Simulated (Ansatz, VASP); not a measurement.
**Two plane-wave programs on Os**

The input INCAR:

```
SYSTEM = Os
  PREC = Accurate
  ENCUT = 600
  EDIFF = 1E-6
  ISMEAR = -1
  SIGMA = 0.15
  LREAL = .FALSE.
  LASPH = .TRUE.
  NELM = 60
  ALGO = Fast
  ISIF = 3
  LWAVE = .FALSE.
  LCHARG = .FALSE.
  GGA = PS
  IBRION = 2
  NSW = 80
  EDIFFG = -0.001
```

File KPOINTS:

```
Automatic mesh
0
G
  18 18 10
  0 0 0
```

POSCAR

```
Os
1.0
    2.7272132493      0.0000000000      0.0000000000
   -1.3636066246      2.3618359554      0.0000000000
    0.0000000000      0.0000000000      4.3132446887
Os
2
Direct
    0.3333333333      0.6666666667      0.2500000000
    0.6666666667      0.3333333333      0.7500000000
```

Input for Ansatz:

```yaml
crystal:
  lattice:
    - [2.7272132493, 0.0, 0.0]
    - [-1.3636066246, 2.3618359554, 0.0]
    - [0.0, 0.0, 4.3132446887]
  atoms:
    - { symbol: Os, position: [0.3333333333, 0.6666666667, 0.25] }
    - { symbol: Os, position: [0.6666666667, 0.3333333333, 0.75] }
basis:
  ecutwfc: 420
kpoints:
  mp_grid: { grid: [18, 18, 10] }
hamiltonian:
  xc: pbesol
scf:
  occupations: { method: fermi_dirac, width: 0.15 }
output:
  forces: true
  stress: true
  eigenvalues: true
relax:
  adjacent_minimum: "off"
  f_tol: 0.001
  max_steps: 60
  cell: { stress_tol: 0.01 }
```

Alike in both runs: task relaxation of cell and atoms; functional PBEsol; k mesh 18 × 18 × 10; occupations fermi-dirac, width 0.15 eV; no spin polarisation.

|  | VASP | Ansatz |
| --- | --- | --- |
| version | VASP 6.6.1 | Ansatz 0.2.0 |
| potentials or method | VASP PAW PBE potentials, release 64 (Os), cutoff 600 eV | scalar-relativistic, plane waves, PAW |
| valence electrons in the cell | 16 | 32 |

```tsv
	VASP	Ansatz	Ansatz less VASP
gap on the k mesh at the Fermi level, each at its own relaxed structure (eV)	none	none	-
relaxed volume (Å³/atom)	13.92	13.90	-0.019
relaxed length of the cell vector where the two differ most in proportion (Å)	2.730	2.729	-0.0014
```

VASP's potentials were made for PBE, not for PBEsol. A gap of «none» marks a metal or a gap that the smearing closes. VASP's potentials hold 16 valence electrons a cell and Ansatz's 32, so a difference there can come from the potentials and not from the codes.

Neither program's run includes spin-orbit coupling.
